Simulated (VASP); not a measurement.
# InSb (P4/nmm) in VASP: notebook, part 2 of 3

VASP 6.6.1. The steps go on from the part before.

**3. Single point, PBE**

This run uses another cell than the first one, of 33.95 Å³/atom, 1.233 times its volume.

The input, INCAR:

```
PREC = Accurate ; ENCUT = 520
EDIFF = 1E-7 ; ISMEAR = 0
SIGMA = 0.1 ; LREAL = False
LASPH = True ; NELM = 100
ALGO = Normal ; ISIF = 2
LWAVE = False ; LCHARG = True
GGA = PE ; LELF = True
LVHAR = True ; NBANDS = 26
```

The input, KPOINTS:

```
regular mesh
0
Gamma
  4 4 2
```

The input, POSCAR:

```
InSb
1.0
    4.0922554700      0.0000000000      0.0000000000
    0.0000000000      4.0922554700      0.0000000000
    0.0000000000      0.0000000000      8.1098856700
In Sb
2 2
Direct
    0.5000000000      0.0000000000      0.9939988300
    0.0000000000      0.5000000000      0.0060011700
    0.5000000000      0.5000000000      0.5000000000
    0.0000000000      0.0000000000      0.5000000000
```

Potentials or basis: VASP PAW PBE potentials, release 64 (In_d, Sb).

The run is started by

```
$ cat potpaw_PBE.64/In_d/POTCAR potpaw_PBE.64/Sb/POTCAR > POTCAR
$ mpirun -np 1 vasp_std > vasp.out
```

OUTCAR:

```text
PREC = Accurate
   ENCUT = 520
   EDIFF = 1E-7
   ISMEAR = 0
   LREAL = False
   LASPH = True
   NELM = 100
   ISIF = 2
   GGA = PE

 ion  position               nearest neighbor table
   1  0.500  0.000  0.994-   2 2.90   2 2.90   2 2.90   2 2.90
   2  0.000  0.500  0.006-   1 2.90   1 2.90   1 2.90   1 2.90
   3  0.500  0.500  0.500-   4 2.89   4 2.89   4 2.89   4 2.89
   4  0.000  0.000  0.500-   3 2.89   3 2.89   3 2.89   3 2.89

  LATTYP: Found a simple tetragonal cell.
 ALAT       =     4.0922554700
 C/A-ratio  =     1.9817642690

  Lattice vectors:

 A1 = (   4.0922554700,   0.0000000000,   0.0000000000)
 A2 = (   0.0000000000,   4.0922554700,   0.0000000000)
 A3 = (   0.0000000000,   0.0000000000,   8.1098856700)

Analysis of symmetry for initial positions (statically):
=====================================================================
 Subroutine PRICEL returns:
 Original cell was already a primitive cell.

 Routine SETGRP: Setting up the symmetry group for a
 simple tetragonal supercell.

 Subroutine GETGRP returns: Found 16 space group operations
 (whereof  8 operations were pure point group operations)
 out of a pool of 16 trial point group operations.

The static configuration has the point symmetry D_2d.
 The point group associated with its full space group is D_4h.

Analysis of symmetry for dynamics (positions and initial velocities):
=====================================================================
 Subroutine PRICEL returns:
 Original cell was already a primitive cell.

 Routine SETGRP: Setting up the symmetry group for a
 simple tetragonal supercell.

[... 107 lines left out ...]
   NELECT =      36.0000    total number of electrons
   NUPDOWN=      -1.0000    fix difference up-down
   EMIN   =  10.00;   EMAX   =-10.00  energy-range for DOS
   EFERMI =   0.00;   METHOD = LEGACY
   ISMEAR =     0;   SIGMA  =   0.10  broadening in eV -4-tet -1-fermi 0-gaus
   EFERMI_NEDOS =   21; number of points for ismear=-14 and -15
   IALGO  =     38    algorithm
   IMIX   =      4    mixing-type and parameters
     AMIX     =   0.40;   BMIX     =  1.00
     AMIX_MAG =   1.60;   BMIX_MAG =  1.00
  volume/ion in A,a.u.               =      33.95       229.13
  Fermi-wavevector in a.u.,A,eV,Ry     =   1.051628  1.987289 15.046983  1.105922
  Thomas-Fermi vector in A             =   2.186679
   LORBIT       =      0    0 simple, 1 ext, 2 COOP (PROOUT), +10 PAW based schemes
   GGA     = PE    functional components
   LHFCALC =     F    Hartree Fock is set to
   AEXX    =    0.0000 exact exchange contribution
   IVDW    =     0    specifies the selected vdW correction
   LEPSILON=     F    determine dielectric tensor
   LRPA    =     F    only Hartree local field effects (RPA)
 non-spin polarized calculation
 Gauss-broadening in eV      SIGMA  =   0.10
  energy-cutoff  :      520.00
  volume of cell :      135.81
 maximum number of plane-waves:      3680
   NGX = 15   NGY = 15   NGZ = 31

 number of electron      35.9999981 magnetization

 Free energy of the ion-electron system (eV)
  ---------------------------------------------------
  ext. energy  EPLUGINS =         0.00000000
  ---------------------------------------------------
  free energy    TOTEN  =       -11.71070336 eV

  energy without entropy =      -11.66970310  energy(sigma->0) =      -11.69020323

 E-fermi :   5.2764     XC(G=0):  -8.9076

 val. band max:        5.2614282643   @ k =   0.5000   0.5000   0.5000
 cond. band min:       5.2833439144   @ k =   0.5000   0.2500   0.0000
 fundamental gap:      0.0219156500
 Fermi energy:         5.2763669517

 k-point     1 :       0.0000    0.0000    0.0000
  band No.  band energies     occupation
      1     -10.2740      2.00000
      2      -9.9882      2.00000
      3      -9.9256      2.00000
      4      -9.7289      2.00000
      5      -9.7289      2.00000
      6      -9.4213      2.00000
[... 337 lines left out ...]
     25      10.0896      0.00000
     26      10.0896      0.00000

------------------------ aborting loop because EDIFF is reached ----------------------------------------

  FORCE on cell =-STRESS in cart. coord.  units (eV):
  Direction    XX          YY          ZZ          XY          YZ          ZX
  --------------------------------------------------------------------------------------
  -------------------------------------------------------------------------------------
  Total        5.3508426      5.3508426     -3.1368919      0.0000000      0.0000000      0.0000000
  in kB       63.1237149     63.1237149    -37.0058111      0.0000000      0.0000000      0.0000000
  external PRESSURE =      29.7472063 kB  Pullay stress =       0.0000000 kB

 VOLUME and BASIS-vectors are now :
 -----------------------------------------------------------------------------
  energy-cutoff  :      520.00
  volume of cell :      135.81
      direct lattice vectors                 reciprocal lattice vectors
     4.092255470  0.000000000  0.000000000     0.244364021  0.000000000  0.000000000
     0.000000000  4.092255470  0.000000000     0.000000000  0.244364021  0.000000000
     0.000000000  0.000000000  8.109885670     0.000000000  0.000000000  0.123306301

 POSITION                                       TOTAL-FORCE (eV/Angst)
 -----------------------------------------------------------------------------------
      2.04613      0.00000      8.06122         0.000000      0.000000     -0.092199
      0.00000      2.04613      0.04867        -0.000000      0.000000      0.092199
      2.04613      2.04613      4.05494        -0.000000     -0.000000      0.000000
      0.00000      0.00000      4.05494        -0.000000      0.000000      0.000000
 -----------------------------------------------------------------------------------
    total drift:                                0.000000     -0.000000     -0.000000

  FREE ENERGIE OF THE ION-ELECTRON SYSTEM (eV)
  ---------------------------------------------------
  free  energy   TOTEN  =       -11.7107033573 eV

  energy  without entropy=      -11.6697030981  energy(sigma->0) =      -11.69020323
```

stdout:

```text
POSCAR found type information on POSCAR InSb
 POSCAR found :  2 types and       4 ions
 scaLAPACK will be used
 LDA part: xc-table for (Slater+PW92), standard interpolation
 POSCAR, INCAR and KPOINTS ok, starting setup
 FFT: planning ... GRIDC
 FFT: planning ... GRID_SOFT
 FFT: planning ... GRID
 WAVECAR not read
 entering main loop
```

Run time: 54 s. Hardware: 1 thread of Intel Xeon Platinum 8259CL at 2.50GHz (Skylake/Cascade Lake), shared host; peak memory 0.23 GiB.

Results:

| Property | Result |
| --- | --- |
| Free energy | -11.7107 eV |
| Pressure | 3.0 GPa |
| Largest force | 0.092 eV/Å |
| Band gap on the k mesh | zero (band 18 reaches 5.97 eV, above the bottom of band 19 at 4.88 eV) |

Forces on the atoms (eV/Å):
```
In   0.000  0.000 -0.092
In   0.000  0.000  0.092
Sb   0.000  0.000  0.000
Sb   0.000  0.000  0.000
```

Stress tensor (GPa, compression positive):
```
 6.31  0.00  0.00
 0.00  6.31  0.00
 0.00  0.00 -3.70
```

Levels at points of the mesh, in eV from the Fermi level:
```tsv
k point	band 14	band 15	band 16	band 17	band 18	band 19	band 20	band 21	band 22	band 23
(0.00, 0.00, 0.00)	-3.87	-2.67	-2.67	0.08	0.54	0.54	1.14	2.60	3.49	3.84
(0.50, 0.00, 0.00)	-5.91	-1.58	-1.58	0.04	0.04	1.23	1.23	2.33	2.33	3.69
(0.50, 0.50, 0.00)	-5.30	-3.70	-3.70	-2.76	-2.76	-0.39	-0.39	1.51	1.51	6.05
(0.00, 0.00, 0.50)	-3.05	-2.66	-2.66	-1.53	0.50	0.50	1.17	2.53	3.18	5.65
(0.50, 0.00, 0.50)	-5.99	-0.91	-0.91	0.05	0.05	0.85	0.85	1.31	1.31	3.63
(0.50, 0.50, 0.50)	-5.27	-3.80	-3.80	-2.89	-2.89	-0.01	-0.01	2.19	2.19	4.22
```

Caveat: the k points lie up to 0.39 Å⁻¹ apart; spin-orbit coupling is left out, which moves the levels of the heavy elements.

**4. Single point, PBE**

This run uses another cell than the first one, of 28.46 Å³/atom, 1.033 times its volume.

The input, INCAR:

```
SYSTEM = InSb
PREC = Accurate
ENCUT = 520
EDIFF = 1E-6
ISMEAR = 0
SIGMA = 0.1
LREAL = .FALSE.
LASPH = .TRUE.
NELM = 100
ALGO = Normal
ISIF = 2
LWAVE = .FALSE.
LCHARG = .FALSE.
GGA = PE
NBANDS = 26
```

The input, KPOINTS:

```
Automatic mesh
0
G
  4 4 4
  0 0 0
```

The input, POSCAR:

```
InSb
1.0
    4.6173539264      0.0000000000      0.0000000000
    0.0000000000      4.6173539264      0.0000000000
    0.0000000000      0.0000000000      5.3400954604
In Sb
2 2
Direct
    0.5000000000      0.0000000000      0.9947248663
    0.0000000000      0.5000000000      0.0052751337
    0.5000000000      0.5000000000      0.5000000000
    0.0000000000      0.0000000000      0.5000000000
```

The run is started by

```
$ cat potpaw_PBE.64/In_d/POTCAR potpaw_PBE.64/Sb/POTCAR > POTCAR
$ mpirun -np 1 vasp_std > vasp.out
```

Wall time 35 s (1 thread of Intel Xeon Platinum 8259CL at 2.50GHz (Skylake/Cascade Lake), shared host); peak memory 0.23 GiB.

The run converged. Its results:

| Property | Result |
| --- | --- |
| Free energy | -13.1585 eV |
| Pressure | -0.4 GPa |
| Largest force | 0.007 eV/Å |
| Band gap on the k mesh | zero (band 18 reaches 7.89 eV, above the bottom of band 19 at 6.15 eV) |

Forces on the atoms (eV/Å):
```
In   0.000  0.000  0.007
In   0.000  0.000 -0.007
Sb   0.000  0.000  0.000
Sb   0.000  0.000  0.000
```

Stress tensor (GPa, compression positive):
```
-0.43  0.00  0.00
 0.00 -0.43  0.00
 0.00  0.00 -0.22
```

Levels at points of the mesh, in eV from the Fermi level:
```
           k point  band 15  band 16  band 17  band 18  band 19  band 20  band 21  band 22
(0.00, 0.00, 0.00)    -3.42    -3.42    -1.80     0.62     1.53     1.53     2.53     2.53
(0.50, 0.00, 0.00)    -2.28    -2.28    -1.45    -1.45    -0.56    -0.56     3.71     3.71
(0.50, 0.50, 0.00)    -1.63    -1.63    -1.15    -1.15    -1.12    -1.12     0.65     0.65
(0.00, 0.00, 0.50)    -2.81    -1.32    -0.29    -0.29    -0.16     1.00     1.09     2.15
(0.50, 0.00, 0.50)    -1.12    -1.12    -0.93    -0.93     0.47     0.47     1.84     1.84
(0.50, 0.50, 0.50)    -4.52    -4.52    -3.91    -3.91     3.47     3.47     4.59     4.59
```

Caveat: spin-orbit coupling is left out, which moves the levels of the heavy elements.

**5. Relaxation of cell and atoms, PBE**

This run uses another cell than the first one, of 33.95 Å³/atom, 1.233 times its volume.

The input, INCAR:

```
  PREC = Accurate
  ENCUT = 600
  EDIFF = 1E-6
  ISMEAR = 0
  SIGMA = 0.1
  LREAL = F
  LASPH = T
  NELM = 100
  ALGO = Normal
  ISIF = 3
  LWAVE = F
  LCHARG = F
  GGA = PE
  IBRION = 2
  NSW = 90
  EDIFFG = -0.04
```

The input, KPOINTS:

```
Automatic mesh
0
Gamma
  4 4 2
```

The input, POSCAR:

```
InSb
1.0
    4.0922554700      0.0000000000      0.0000000000
    0.0000000000      4.0922554700      0.0000000000
    0.0000000000      0.0000000000      8.1098856700
In Sb
2 2
Direct
    0.5000000000      0.0000000000      0.9939988300
    0.0000000000      0.5000000000      0.0060011700
    0.5000000000      0.5000000000      0.5000000000
    0.0000000000      0.0000000000      0.5000000000
```

The run is started by

```
$ cat potpaw_PBE.64/In_d/POTCAR potpaw_PBE.64/Sb/POTCAR > POTCAR
$ mpirun -np 1 vasp_std > vasp.out
```

Wall time 11 min (1 thread of Intel Xeon Platinum 8259CL at 2.50GHz (Skylake/Cascade Lake), shared host); peak memory 0.33 GiB.

Results (log left out):

| Item | Value |
| --- | --- |
| Free energy | -13.2664 eV |
| Relaxed volume | 27.58 Å³/atom |
| Relaxed cell | a = 4.561 Å, b = 4.561 Å, c = 5.303 Å, α = 90.00°, β = 90.00°, γ = 90.00° |
| Space group after relaxing (to 0.05 Å) | P4/nmm (No. 129) |
| Energy gained by relaxing | 388.9 meV/atom |
| Ionic steps | 18 |
| Pressure after relaxing | 0.0 GPa |
| Largest force after relaxing | 0.007 eV/Å |
| Band gap on the k mesh | zero (band 18 reaches 8.29 eV, above the bottom of band 19 at 6.47 eV) |

Forces in eV/Å, atoms in the order of the input:
```
In   0.000  0.000  0.007
In   0.000  0.000 -0.007
Sb   0.000  0.000  0.000
Sb   0.000  0.000  0.000
```

Stress tensor (GPa, compression positive):
```
 0.11  0.00  0.00
 0.00  0.11  0.00
 0.00  0.00 -0.11
```

The path:
| step | energy change (eV) | largest force (eV/Å) | pressure (GPa) | volume (Å³) |
| --- | --- | --- | --- | --- |
| 1 | 0.0000 | 0.0920 | 3.00 | 135.81 |
| 2 | -0.3285 | 0.0675 | -2.31 | 148.17 |
| 3 | -0.3283 | 0.0697 | -2.24 | 147.74 |
| 4 | -0.5386 | 0.0770 | -2.18 | 140.33 |
| 5 | -1.1206 | 0.1042 | -0.22 | 117.44 |
| 6 | 5.0265 | 0.4431 | 70.62 | 68.68 |
| 7 | -1.3123 | 0.0269 | 0.75 | 110.67 |
| 8 | -0.2370 | 0.1055 | 15.81 | 90.05 |
| 9 | -1.4409 | 0.0008 | 2.22 | 106.41 |
| 10 | -1.4118 | 0.0392 | 5.32 | 100.94 |
| 11 | -1.4671 | 0.0153 | 3.24 | 104.22 |
| 12 | -1.4441 | 0.0414 | 3.58 | 104.04 |
| 13 | -1.4979 | 0.0249 | 3.20 | 104.20 |
| 14 | -1.5488 | 0.0119 | 1.02 | 108.21 |
| 15 | -1.5543 | 0.0035 | -0.33 | 111.21 |
| 16 | -1.5552 | 0.0067 | -0.03 | 110.45 |
| 17 | -1.5552 | 0.0074 | 0.02 | 110.32 |
| 18 | -1.5556 | 0.0067 | 0.03 | 110.33 |

Final structure:
```
In Sb
1.0
     4.56138    0.00000    0.00000
     0.00000    4.56138    0.00000
     0.00000    0.00000    5.30267
In Sb
2 2
Direct
  0.50000 0.00000 0.99316
  0.00000 0.50000 0.00684
  0.50000 0.50000 0.50000
  0.00000 0.00000 0.50000
```

Levels at points of the mesh, in eV from the Fermi level:
| k point | band 16 | band 17 | band 18 | band 19 | band 20 | band 21 |
| --- | --- | --- | --- | --- | --- | --- |
| (0.00, 0.00, 0.00) | -3.26 | -1.51 | 0.90 | 1.75 | 1.75 | 2.92 |
| (0.50, 0.00, 0.00) | -2.15 | -1.22 | -1.22 | -0.31 | -0.31 | 4.02 |
| (0.50, 0.50, 0.00) | -1.41 | -1.00 | -1.00 | -0.92 | -0.92 | 0.80 |
| (0.00, 0.00, 0.50) | -1.00 | -0.13 | -0.13 | 0.09 | 1.20 | 1.36 |
| (0.50, 0.00, 0.50) | -0.82 | -0.68 | -0.68 | 0.78 | 0.78 | 2.07 |
| (0.50, 0.50, 0.50) | -4.36 | -3.83 | -3.83 | 3.77 | 3.77 | 5.24 |

Caveat: the k points lie up to 0.59 Å⁻¹ apart in the final cell; the volume moved by over 15 % at a fixed basis, so the end points are rough; spin-orbit coupling is left out, which moves the levels of the heavy elements.

(Continued in part 3 of 3.)
